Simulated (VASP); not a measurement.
# Zr (P6_3/mmc) in VASP: further runs, part 3 of 3

VASP 6.6.1. The steps go on from the part before.

### 5 Single point, r2SCAN, collinear spin (20.67 Å³/atom)

This run uses another cell than the first one, of 20.67 Å³/atom.

POSCAR reads:

```
Zr
1.0
    3.1100534201      0.0000000000      0.0000000000
   -1.5550267100      2.6933852689      0.0000000000
    0.0000000000      0.0000000000      4.9346099029
Zr
2
Direct
    0.3333333333      0.6666666667      0.2500000000
    0.6666666667      0.3333333333      0.7500000000
```

INCAR.step1 reads:

```
SYSTEM = Zr
PREC     = Accurate       ! precision mode
ENCUT    = 520            ! plane-wave cutoff, eV
ISMEAR   = -1             ! smearing method
SIGMA    = 0.05           ! smearing width, eV
LREAL    = .False.        ! projectors in reciprocal space
LASPH    = .True.         ! aspherical terms in the spheres
NELM     = 150            ! most SCF steps
ISPIN    = 2              ! spin polarisation
MAGMOM   = 1 1            ! initial moments
LMAXMIX  = 4              ! l up to which the mixer works
NBANDS   = 23             ! bands
GGA      = PE             ! functional
ALGO     = Normal         ! electronic algorithm
EDIFF    = 1E-4           ! SCF threshold, eV
LWAVE    = .True.         ! write WAVECAR
LCHARG   = .False.        ! write CHGCAR
```

INCAR.step2 reads:

```
SYSTEM = Zr
PREC     = Accurate       ! precision mode
ENCUT    = 520            ! plane-wave cutoff, eV
EDIFF    = 1E-6           ! SCF threshold, eV
ISMEAR   = -1             ! smearing method
SIGMA    = 0.05           ! smearing width, eV
LREAL    = .False.        ! projectors in reciprocal space
LASPH    = .True.         ! aspherical terms in the spheres
NELM     = 150            ! most SCF steps
ALGO     = Normal         ! electronic algorithm
ISIF     = 2              ! what is computed and relaxed
LWAVE    = .False.        ! write WAVECAR
LCHARG   = .False.        ! write CHGCAR
ISPIN    = 2              ! spin polarisation
MAGMOM   = 1 1            ! initial moments
LORBIT   = 11             ! projections on sites
LMAXMIX  = 4              ! l up to which the mixer works
METAGGA  = R2SCAN         ! meta-GGA
LMIXTAU  = .True.       
NBANDS   = 23             ! bands
ISTART   = 1
```

KPOINTS reads:

```
regular mesh
0
Gamma
  18 18 10
  0 0 0
```

Potentials or basis: VASP PAW PBE potentials, release 64 (Zr_sv).

The run is started by

```bash
cat potpaw_PBE.64/Zr_sv/POTCAR > POTCAR
cp INCAR.step1 INCAR
mpirun -np 1 vasp_std > vasp.out
cp INCAR.step2 INCAR
mpirun -np 1 vasp_std > vasp.out
```

OUTCAR:

```text
SYSTEM = Zr
   PREC = Accurate
   ENCUT = 520
   EDIFF = 1E-6
   ISMEAR = -1
   LREAL = .False.
   LASPH = .True.
   NELM = 150
   ISIF = 2
   ISPIN = 2
   LORBIT = 11
   METAGGA = R2SCAN
   ISTART = 1

 ion  position               nearest neighbor table
   1  0.333  0.667  0.250-   2 3.05   2 3.05   2 3.05   2 3.05   2 3.05   2 3.05
   2  0.667  0.333  0.750-   1 3.05   1 3.05   1 3.05   1 3.05   1 3.05   1 3.05

  LATTYP: Found a hexagonal cell.
 ALAT       =     3.1100534201
 C/A-ratio  =     1.5866640332

  Lattice vectors:

 A1 = (   3.1100534201,   0.0000000000,   0.0000000000)
 A2 = (  -1.5550267100,   2.6933852689,   0.0000000000)
 A3 = (   0.0000000000,   0.0000000000,   4.9346099029)

Analysis of symmetry for initial positions (statically):
=====================================================================
 Subroutine PRICEL returns:
 Original cell was already a primitive cell.

 Routine SETGRP: Setting up the symmetry group for a
 hexagonal supercell.

 Subroutine GETGRP returns: Found 24 space group operations
 (whereof 12 operations were pure point group operations)
 out of a pool of 24 trial point group operations.

The static configuration has the point symmetry D_3d.
 The point group associated with its full space group is D_6h.

Analysis of symmetry for dynamics (positions and initial velocities):
=====================================================================
 Subroutine PRICEL returns:
 Original cell was already a primitive cell.

 Routine SETGRP: Setting up the symmetry group for a
 hexagonal supercell.

 Subroutine GETGRP returns: Found 24 space group operations
 (whereof 12 operations were pure point group operations)
 out of a pool of 24 trial point group operations.

The dynamic configuration has the point symmetry D_3d.
 The point group associated with its full space group is D_6h.

Analysis of structural, dynamic, and magnetic symmetry:
=====================================================================
 Subroutine PRICEL returns:
 Original cell was already a primitive cell.

 Routine SETGRP: Setting up the symmetry group for a
 hexagonal supercell.

 Subroutine GETGRP returns: Found 24 space group operations
 (whereof 12 operations were pure point group operations)
 out of a pool of 24 trial point group operations.

The overall configuration has the point symmetry D_3d.
 The point group associated with its full space group is D_6h.

 Subroutine INISYM returns: Found 24 space group operations
 (whereof 12 operations are pure point group operations),
 and found     1 'primitive' translations

----------------------------------------------------------------------------------------

                                     Primitive cell

  volume of cell :      41.3351

  direct lattice vectors                    reciprocal lattice vectors
     3.110053420  0.000000000  0.000000000     0.321537885  0.185639985  0.000000000
    -1.555026710  2.693385269  0.000000000     0.000000000  0.371279969  0.000000000
     0.000000000  0.000000000  4.934609903     0.000000000  0.000000000  0.202650264

  length of vectors
     3.110053420  3.110053420  4.934609903     0.371279969  0.371279969  0.202650264

  position of ions in fractional coordinates (direct lattice)
     0.333333333  0.666666667  0.250000000
     0.666666667  0.333333333  0.750000000

  ion indices of the primitive-cell ions
   primitive index   ion index
                 1           1
                 2           2

[... 63 lines left out ...]
   ISTART =      1    job   : 0-new  1-cont  2-samecut
   ICHARG =      0    charge: 1-file 2-atom 10-const
   ISPIN  =      2    spin polarized calculation?
   LNONCOLLINEAR =      F non collinear calculations
   LSORBIT =      F    spin-orbit coupling
   LASPH  =      T    aspherical Exc in radial PAW
   ENCUT  =  520.0 eV  38.22 Ry    6.18 a.u.   5.78  5.78  9.18*2*pi/ulx,y,z
   NELM   =    150;   NELMIN=  2; NELMDL=  0     # of ELM steps
   EDIFF  = 0.1E-05   stopping-criterion for ELM
   LREAL  =      F    real-space projection
   EDIFFG = 0.1E-04   stopping-criterion for IOM
   NSW    =      0    number of steps for IOM
   IBRION =     -1    ionic relax: 0-MD 1-quasi-New 2-CG
   NFREE  =      0    steps in history (QN), initial steepest desc. (CG)
   ISIF   =      2    stress and relaxation
   ISYM   =      2    0-nonsym 1-usesym 2-fastsym
   POTIM  = 0.5000    time-step for ionic-motion
   TEBEG  =    0.0;   TEEND  =   0.0 temperature during run
   PSTRESS=    0.0 pullay stress
   NELECT =      24.0000    total number of electrons
   NUPDOWN=      -1.0000    fix difference up-down
   EMIN   =  10.00;   EMAX   =-10.00  energy-range for DOS
   EFERMI =   0.00;   METHOD = LEGACY
   ISMEAR =    -1;   SIGMA  =   0.05  broadening in eV -4-tet -1-fermi 0-gaus
   EFERMI_NEDOS =   21; number of points for ismear=-14 and -15
   IALGO  =     38    algorithm
   IMIX   =      4    mixing-type and parameters
     AMIX     =   0.40;   BMIX     =  1.00
     AMIX_MAG =   1.60;   BMIX_MAG =  1.00
  volume/ion in A,a.u.               =      20.67       139.47
  Fermi-wavevector in a.u.,A,eV,Ry     =   1.365753  2.580899 25.378696  1.865282
  Thomas-Fermi vector in A             =   2.491954
   LORBIT       =     11    0 simple, 1 ext, 2 COOP (PROOUT), +10 PAW based schemes
   METAGGA = R2SCAN    functional components
   LHFCALC =     F    Hartree Fock is set to
   AEXX    =    0.0000 exact exchange contribution
   IVDW    =     0    specifies the selected vdW correction
   LEPSILON=     F    determine dielectric tensor
   LRPA    =     F    only Hartree local field effects (RPA)
 spin polarized calculation
  energy-cutoff  :      520.00
  volume of cell :       41.34
 maximum number of plane-waves:      1134
 NGX is ok and might be reduce to    24
   NGX = 11   NGY = 11   NGZ = 19

 number of electron      24.0000000 magnetization      -0.0000014

 number of electron      24.0000000 magnetization       0.0000006

 Free energy of the ion-electron system (eV)
  ---------------------------------------------------
  ext. energy  EPLUGINS =         0.00000000
  ---------------------------------------------------
  free energy    TOTEN  =       -45.26449987 eV

  energy without entropy =      -45.25063325  energy(sigma->0) =      -45.25756656

 E-fermi :  10.4491     XC(G=0): -12.5625

 val. band max:       10.4476451474   @ k =   0.0556   0.0556   0.4000
 cond. band min:      10.4568259416   @ k =   0.3333   0.3333   0.5000
 fundamental gap:      0.0091807942
 Fermi energy:        10.4491062020

 spin component 1

 k-point     1 :       0.0000    0.0000    0.0000
  band No.  band energies     occupation
      1     -39.9109      1.00000
      2     -39.6372      1.00000
      3     -18.0303      1.00000
      4     -16.7095      1.00000
      5     -16.7095      1.00000
      6     -16.5011      1.00000
[... 613 lines left out ...]
     22      21.2160      0.00000
     23      22.3366      0.00000

 [... further k-points ...]

 spin component 2

 k-point     1 :       0.0000    0.0000    0.0000
  band No.  band energies     occupation
      1     -39.9109      1.00000
      2     -39.6372      1.00000
      3     -18.0303      1.00000
      4     -16.7095      1.00000
      5     -16.7095      1.00000
      6     -16.5011      1.00000
[... 613 lines left out ...]
     22      21.2160      0.00000
     23      22.3366      0.00000

 [... further k-points ...]
[... 5 lines left out ...]
  --------------------------------------------------------------------------------------
  -------------------------------------------------------------------------------------
  Total        3.7748619      3.7748619      4.0457092      0.0000000      0.0000000      0.0000000
  in kB      146.3162270    146.3162270    156.8144528      0.0000000      0.0000000      0.0000000
  external PRESSURE =     149.8156356 kB  Pullay stress =       0.0000000 kB

 VOLUME and BASIS-vectors are now :
 -----------------------------------------------------------------------------
  energy-cutoff  :      520.00
  volume of cell :       41.34
      direct lattice vectors                 reciprocal lattice vectors
     3.110053420  0.000000000  0.000000000     0.321537885  0.185639985  0.000000000
    -1.555026710  2.693385269  0.000000000     0.000000000  0.371279969  0.000000000
     0.000000000  0.000000000  4.934609903     0.000000000  0.000000000  0.202650264

 POSITION                                       TOTAL-FORCE (eV/Angst)
 -----------------------------------------------------------------------------------
     -0.00000      1.79559      1.23365        -0.000000      0.000000      0.000000
      1.55503      0.89780      3.70096         0.000000     -0.000000      0.000000
 -----------------------------------------------------------------------------------
    total drift:                               -0.000000      0.000000     -0.000000

  FREE ENERGIE OF THE ION-ELECTRON SYSTEM (eV)
  ---------------------------------------------------
  free  energy   TOTEN  =       -45.2644998678 eV

  energy  without entropy=      -45.2506332546  energy(sigma->0) =      -45.25756656

 total charge

# of ion       s       p       d       tot
------------------------------------------
    1        2.249   5.971   1.728   9.949
    2        2.249   5.971   1.728   9.949
--------------------------------------------------
tot          4.499  11.942   3.457  19.897

 magnetization (x)

# of ion       s       p       d       tot
------------------------------------------
    1        0.000  -0.000   0.000   0.000
    2        0.000  -0.000   0.000   0.000
--------------------------------------------------
tot          0.000  -0.000   0.000   0.000
```

Wall time 38 min (1 thread of Oxide Virtual Turin-like, shared host); peak memory 0.36 GiB.

Results:

| Quantity | Value |
| --- | --- |
| Free energy | -45.2645 eV |
| Pressure | 15.0 GPa |
| Band gap on the k mesh | zero (filled and empty bands overlap) |
| Net moment | 0.00 μB per cell |
| Valence electrons inside the program's atomic spheres | Zr 9.95 |

Caveat: the cell stands under pressure; the PAW data sets were made with another functional, which shifts forces and pressure a little.

### 6 The runs side by side

| task | spin | cell | k mesh | cutoff (eV) | smearing | gap on the mesh (eV) | pressure (GPa) |
| --- | --- | --- | --- | --- | --- | --- | --- |
| single point | off | a = 3.245, b = 3.245, c = 5.157 Å, angles 90.0, 90.0, 120.0°, 2 atoms | 11 × 11 × 6 | 520 | fermi-dirac 0.3 eV | none | 1.0 |
| single point | off | a = 3.245, b = 3.245, c = 5.157 Å, angles 90.0, 90.0, 120.0°, 2 atoms | 11 × 11 × 6 | 520 | fermi-dirac 0.6 eV | none | 4.6 |
| relaxation of cell and atoms | off | relaxed from a = 3.232, b = 3.232, c = 5.147 Å, angles 90.0, 90.0, 120.0°, 2 atoms | 11 × 11 × 6 | 600 | fermi-dirac 0.1 eV | none | 0.0 |
| single point | collinear | a = 3.110, b = 3.110, c = 4.935 Å, angles 90.0, 90.0, 120.0°, 2 atoms | 18 × 18 × 10 | 520 | fermi-dirac 0.05 eV | none | 15.0 |

Alike in all rows: level r2SCAN; potentials or basis VASP PAW PBE potentials, release 64 (Zr_sv).

Caveats: the PAW data sets were made with another functional, which shifts forces and pressure a little; so wide a smearing shifts energies and pressures (at least some runs); the cell stands under pressure (at least some runs).

Total energies depend on the potentials used, so only differences within one code and one set of settings carry meaning.
